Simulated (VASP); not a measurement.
# Y4Os (Im-3m) in VASP: further runs

Runs on Y4Os. Level: PBE. Tasks: single point, relaxation of cell and atoms.

Everything below comes from runs of VASP 6.6.1. Logs are shortened: lines on timing, memory, paths and dates and some standing lists are left out, and cuts for length are marked.

## 1. The cell of the first run

The structure is cubic, space group Im-3m (No. 229). Conventional cell: a = 6.736 Å, b = 6.736 Å, c = 6.736 Å, α = 90.00°, β = 90.00°, γ = 90.00°. Within 3.8 Å of Y (site symmetry -3m) lie 2 Os at 2.92 Å and 6 Y at 3.37 Å. Within 3.8 Å of Os (site symmetry m-3m) lie 8 Y at 2.92 Å.

## 2. Single point, PBE

The input, INCAR:

```
ALGO = Normal
EDIFF = 1E-6
ENCUT = 520
GGA = PE
ISIF = 2
ISMEAR = 0
LASPH = T
LCHARG = F
LREAL = F
LWAVE = F
NBANDS = 34
NELM = 100
PREC = Accurate
SIGMA = 0.1
```

The input, KPOINTS:

```
k-points
0
Gamma
  8 8 8
```

The input, POSCAR:

```
Y4Os
1.0
   -3.3677945574      3.3677945574      3.3677945574
    3.3677945574     -3.3677945574      3.3677945574
    3.3677945574      3.3677945574     -3.3677945574
Y Os
4 1
Direct
    0.0000000000      0.0000000000      0.5000000000
    0.0000000000      0.5000000000      0.0000000000
    0.5000000000      0.0000000000      0.0000000000
    0.5000000000      0.5000000000      0.5000000000
    0.0000000000      0.0000000000      0.0000000000
```

Potentials or basis: VASP PAW PBE potentials, release 64 (Y_sv, Os).

Command:

```sh
cat potpaw_PBE.64/Y_sv/POTCAR potpaw_PBE.64/Os/POTCAR > POTCAR
mpirun -np 1 vasp_std > vasp.out
```

OUTCAR:

```text
EDIFF = 1E-6
   ENCUT = 520
   GGA = PE
   ISIF = 2
   ISMEAR = 0
   LASPH = T
   LREAL = F
   NELM = 100
   PREC = Accurate

 ion  position               nearest neighbor table
   1  0.000  0.000  0.500-   5 2.92   5 2.92   4 3.37   2 3.37   3 3.37   2 3.37   3 3.37   4 3.37

   2  0.000  0.500  0.000-   5 2.92   5 2.92   4 3.37   1 3.37   3 3.37   1 3.37   4 3.37   3 3.37

   3  0.500  0.000  0.000-   5 2.92   5 2.92   4 3.37   1 3.37   4 3.37   2 3.37   1 3.37   2 3.37

   4  0.500  0.500  0.500-   5 2.92   5 2.92   3 3.37   1 3.37   3 3.37   2 3.37   1 3.37   2 3.37

   5  0.000  0.000  0.000-   1 2.92   2 2.92   3 2.92   4 2.92   1 2.92   2 2.92   3 2.92   4 2.92

  LATTYP: Found a body centered cubic cell.
 ALAT       =     6.7355891148

  Lattice vectors:

 A1 = (  -3.3677945574,   3.3677945574,   3.3677945574)
 A2 = (   3.3677945574,  -3.3677945574,   3.3677945574)
 A3 = (   3.3677945574,   3.3677945574,  -3.3677945574)

Analysis of symmetry for initial positions (statically):
=====================================================================
 Subroutine PRICEL returns:
 Original cell was already a primitive cell.

 Routine SETGRP: Setting up the symmetry group for a
 body centered cubic supercell.

 Subroutine GETGRP returns: Found 48 space group operations
 (whereof 48 operations were pure point group operations)
 out of a pool of 48 trial point group operations.

The static configuration has the point symmetry O_h .

Analysis of symmetry for dynamics (positions and initial velocities):
=====================================================================
 Subroutine PRICEL returns:
 Original cell was already a primitive cell.

 Routine SETGRP: Setting up the symmetry group for a
 body centered cubic supercell.

 Subroutine GETGRP returns: Found 48 space group operations
 (whereof 48 operations were pure point group operations)
 out of a pool of 48 trial point group operations.

The dynamic configuration has the point symmetry O_h .

 Subroutine INISYM returns: Found 48 space group operations
 (whereof 48 operations are pure point group operations),
 and found     1 'primitive' translations

----------------------------------------------------------------------------------------

                                     Primitive cell
[... 96 lines left out ...]
   NELM   =    100;   NELMIN=  2; NELMDL= -5     # of ELM steps
   EDIFF  = 0.1E-05   stopping-criterion for ELM
   LREAL  =      F    real-space projection
   EDIFFG = 0.1E-04   stopping-criterion for IOM
   NSW    =      0    number of steps for IOM
   IBRION =     -1    ionic relax: 0-MD 1-quasi-New 2-CG
   NFREE  =      0    steps in history (QN), initial steepest desc. (CG)
   ISIF   =      2    stress and relaxation
   ISYM   =      2    0-nonsym 1-usesym 2-fastsym
   POTIM  = 0.5000    time-step for ionic-motion
   TEBEG  =    0.0;   TEEND  =   0.0 temperature during run
   PSTRESS=    0.0 pullay stress
   NELECT =      52.0000    total number of electrons
   NUPDOWN=      -1.0000    fix difference up-down
   EMIN   =  10.00;   EMAX   =-10.00  energy-range for DOS
   EFERMI =   0.00;   METHOD = LEGACY
   ISMEAR =     0;   SIGMA  =   0.10  broadening in eV -4-tet -1-fermi 0-gaus
   EFERMI_NEDOS =   21; number of points for ismear=-14 and -15
   IALGO  =     38    algorithm
   IMIX   =      4    mixing-type and parameters
     AMIX     =   0.40;   BMIX     =  1.00
     AMIX_MAG =   1.60;   BMIX_MAG =  1.00
  volume/ion in A,a.u.               =      30.56       206.22
  Fermi-wavevector in a.u.,A,eV,Ry     =   1.142993  2.159944 17.775110  1.306434
  Thomas-Fermi vector in A             =   2.279690
   LORBIT       =      0    0 simple, 1 ext, 2 COOP (PROOUT), +10 PAW based schemes
   GGA     = PE    functional components
   LHFCALC =     F    Hartree Fock is set to
   AEXX    =    0.0000 exact exchange contribution
   IVDW    =     0    specifies the selected vdW correction
   LEPSILON=     F    determine dielectric tensor
   LRPA    =     F    only Hartree local field effects (RPA)
 non-spin polarized calculation
 Gauss-broadening in eV      SIGMA  =   0.10
  energy-cutoff  :      520.00
  volume of cell :      152.79
 maximum number of plane-waves:      4145
 NGX is ok and might be reduce to    48
   NGX = 21   NGY = 21   NGZ = 21

 number of electron      51.9999998 magnetization

 Free energy of the ion-electron system (eV)
  ---------------------------------------------------
  ext. energy  EPLUGINS =         0.00000000
  ---------------------------------------------------
  free energy    TOTEN  =       -35.97148328 eV

  energy without entropy =      -35.93733372  energy(sigma->0) =      -35.95440850

 E-fermi :   3.2238     XC(G=0):  -9.5847

 val. band max:        3.2195299217   @ k =   0.3750   0.0000   0.0000
 cond. band min:       3.2370241037   @ k =   0.5000   0.5000   0.1250
 fundamental gap:      0.0174941820
 Fermi energy:         3.2237798343

 k-point     1 :       0.0000    0.0000    0.0000
  band No.  band energies     occupation
      1     -39.6530      2.00000
      2     -39.5600      2.00000
      3     -39.5600      2.00000
      4     -39.5600      2.00000
      5     -19.9010      2.00000
      6     -19.9010      2.00000
[... 877 lines left out ...]
     33       4.6871      0.00000
     34       5.6425      0.00000

 [... further k-points ...]

------------------------ aborting loop because EDIFF is reached ----------------------------------------

  FORCE on cell =-STRESS in cart. coord.  units (eV):
  Direction    XX          YY          ZZ          XY          YZ          ZX
  --------------------------------------------------------------------------------------
  -------------------------------------------------------------------------------------
  Total       -0.0979853     -0.0979853     -0.0979853      0.0000000     -0.0000000     -0.0000000
  in kB       -1.0274832     -1.0274832     -1.0274832      0.0000000     -0.0000000     -0.0000000
  external PRESSURE =      -1.0274832 kB  Pullay stress =       0.0000000 kB

 VOLUME and BASIS-vectors are now :
 -----------------------------------------------------------------------------
  energy-cutoff  :      520.00
  volume of cell :      152.79
      direct lattice vectors                 reciprocal lattice vectors
    -3.367794557  3.367794557  3.367794557     0.000000000  0.148465113  0.148465113
     3.367794557 -3.367794557  3.367794557     0.148465113  0.000000000  0.148465113
     3.367794557  3.367794557 -3.367794557     0.148465113  0.148465113  0.000000000

 POSITION                                       TOTAL-FORCE (eV/Angst)
 -----------------------------------------------------------------------------------
      1.68390      1.68390     -1.68390         0.000000     -0.000000      0.000000
      1.68390     -1.68390      1.68390         0.000000      0.000000     -0.000000
     -1.68390      1.68390      1.68390        -0.000000     -0.000000      0.000000
      1.68390      1.68390      1.68390        -0.000000      0.000000     -0.000000
      0.00000      0.00000      0.00000         0.000000      0.000000      0.000000
 -----------------------------------------------------------------------------------
    total drift:                                0.000000      0.000000     -0.000000

  FREE ENERGIE OF THE ION-ELECTRON SYSTEM (eV)
  ---------------------------------------------------
  free  energy   TOTEN  =       -35.9714832766 eV

  energy  without entropy=      -35.9373337176  energy(sigma->0) =      -35.95440850
```

Wall time 4.2 min (1 thread of Intel Xeon 6975P-C, shared host); peak memory 0.41 GiB.

What came out:

```
Free energy            : -35.9715 eV
Pressure               : -0.1 GPa
Band gap on the k mesh : zero (band 26 reaches 4.22 eV, above the bottom of band 27 at 2.65 eV)
```

Caveat: spin-orbit coupling is left out, which moves the levels of the heavy elements.

## 3. Relaxation of cell and atoms, PBE

The input, INCAR:

```
SYSTEM = Y4Os
ALGO = Normal
EDIFF = 1E-6
EDIFFG = -0.01
ENCUT = 600
GGA = PE
IBRION = 2
ISIF = 3
ISMEAR = 0
LASPH = .True.
LCHARG = .False.
LREAL = .False.
LWAVE = .False.
NELM = 100
NSW = 100
PREC = Accurate
SIGMA = 0.1
```

The input, KPOINTS:

```
k-points
0
Gamma
  8 8 8
  0 0 0
```

POSCAR is that of step 2.

Potentials or basis: VASP PAW PBE potentials, release 64 (Y_sv, Os).

Command:

```sh
cat potpaw_PBE.64/Y_sv/POTCAR potpaw_PBE.64/Os/POTCAR > POTCAR
mpirun -np 1 vasp_std > vasp.out
```

Wall time 6.6 min (1 thread of Intel Xeon 6975P-C, shared host); peak memory 0.45 GiB.

Results (log left out):

```
Free energy                            : -35.9718 eV
Relaxed volume                         : 30.48 Å³/atom
Relaxed cell                           : a = 5.828 Å, b = 5.828 Å, c = 5.828 Å, α = 109.47°, β = 109.47°, γ = 109.47°
Space group after relaxing (to 0.05 Å) : Im-3m (No. 229)
Energy gained by relaxing              : 0.0 meV/atom
Ionic steps                            : 2
Pressure after relaxing                : 0.0 GPa
Band gap on the k mesh                 : zero (band 26 reaches 4.24 eV, above the bottom of band 27 at 2.66 eV)
```

Final structure:
```cif
data_structure
_symmetry_space_group_name_H-M 'P 1'
_symmetry_Int_Tables_number 1
_cell_length_a 5.8283
_cell_length_b 5.8283
_cell_length_c 5.8283
_cell_angle_alpha 109.471
_cell_angle_beta 109.471
_cell_angle_gamma 109.471
_cell_volume 152.41
loop_
_atom_site_label
_atom_site_type_symbol
_atom_site_fract_x
_atom_site_fract_y
_atom_site_fract_z
_atom_site_occupancy
Y1 Y 0.00000 0.00000 0.50000 1
Y2 Y 0.00000 0.50000 0.00000 1
Y3 Y 0.50000 0.00000 0.00000 1
Y4 Y 0.50000 0.50000 0.50000 1
Os1 Os 0.00000 0.00000 0.00000 1
```

Levels at points of the mesh, in eV from the Fermi level:
| k point | band 24 | band 25 | band 26 | band 27 | band 28 | band 29 |
| --- | --- | --- | --- | --- | --- | --- |
| (0.00, 0.00, 0.00) | -0.99 | -0.99 | 1.00 | 1.00 | 1.00 | 2.15 |
| (0.50, 0.00, 0.00) | -1.03 | -0.88 | -0.15 | -0.01 | 0.46 | 0.49 |
| (0.50, 0.50, 0.50) | -1.04 | -1.04 | -0.57 | -0.57 | -0.57 | 0.17 |

Caveat: spin-orbit coupling is left out, which moves the levels of the heavy elements.

## 4. Single point, PBE, collinear spin, ferromagnetic start

The input, INCAR:

```
PREC = Accurate
ENCUT = 520
EDIFF = 1E-7
ISMEAR = 0
SIGMA = 0.1
LREAL = False
LASPH = True
NELM = 150
ALGO = Normal
ISIF = 2
LWAVE = False
LCHARG = False
ISPIN = 2
MAGMOM = 0 0 0 0 1
LORBIT = 11
LMAXMIX = 4
GGA = PE
NBANDS = 38
```

The input, KPOINTS:

```
Automatic mesh
0
Gamma
  4 4 4
```

POSCAR is that of step 3.

Command:

```sh
cat potpaw_PBE.64/Y_sv/POTCAR potpaw_PBE.64/Os/POTCAR > POTCAR
mpirun -np 1 vasp_std > vasp.out
```

Wall time 4.4 min (1 thread of Intel Xeon 6975P-C, shared host); peak memory 0.45 GiB.

It converged, with:

```
Free energy                                           : -35.9757 eV
Pressure                                              : 0.0 GPa
Band gap on the k mesh                                : zero (filled and empty bands overlap)
Net moment                                            : 0.00 μB per cell
Valence electrons inside the program's atomic spheres : Y 9.56; Os 7.26
```

Levels at points of the mesh, in eV from the Fermi level:
Spin up:
```tsv
k point	band 23	band 24	band 25	band 26	band 27	band 28	band 29	band 30
(0.00, 0.00, 0.00)	-2.51	-0.93	-0.93	1.05	1.05	1.05	2.21	2.21
(0.50, 0.00, 0.00)	-1.27	-0.96	-0.82	-0.09	0.04	0.51	0.55	0.86
(0.50, 0.50, 0.50)	-0.96	-0.96	-0.96	-0.52	-0.52	-0.52	0.23	0.23
```
Spin down:
```
           k point  band 22  band 23  band 24  band 25  band 26  band 27  band 28  band 29  band 30  band 31
(0.00, 0.00, 0.00)    -2.60    -2.51    -0.93    -0.93     1.05     1.05     1.05     2.21     2.21     2.52
(0.50, 0.00, 0.00)    -1.28    -1.27    -0.96    -0.82    -0.09     0.04     0.51     0.55     0.86     0.93
(0.50, 0.50, 0.50)    -1.69    -0.96    -0.96    -0.96    -0.52    -0.52    -0.52     0.23     0.23     0.23
```

Caveat: spin-orbit coupling is left out, which moves the levels of the heavy elements.

## 5. The runs side by side

| task | spin | cell | k mesh | cutoff (eV) | gap on the mesh (eV) | pressure (GPa) |
| --- | --- | --- | --- | --- | --- | --- |
| single point | off | as given | 8 × 8 × 8 | 520 | none | -0.1 |
| relaxation of cell and atoms | off | relaxed | 8 × 8 × 8 | 600 | none | 0.0 |
| single point | collinear, ferromagnetic start | as given | 4 × 4 × 4 | 520 | none | 0.0 |

Alike in all rows: level PBE; potentials or basis VASP PAW PBE potentials, release 64 (Y_sv, Os); smearing gaussian 0.1 eV.

Caveats: spin-orbit coupling is left out, which moves the levels of the heavy elements.

Total energies depend on the potentials used, so only differences within one code and one set of settings carry meaning.
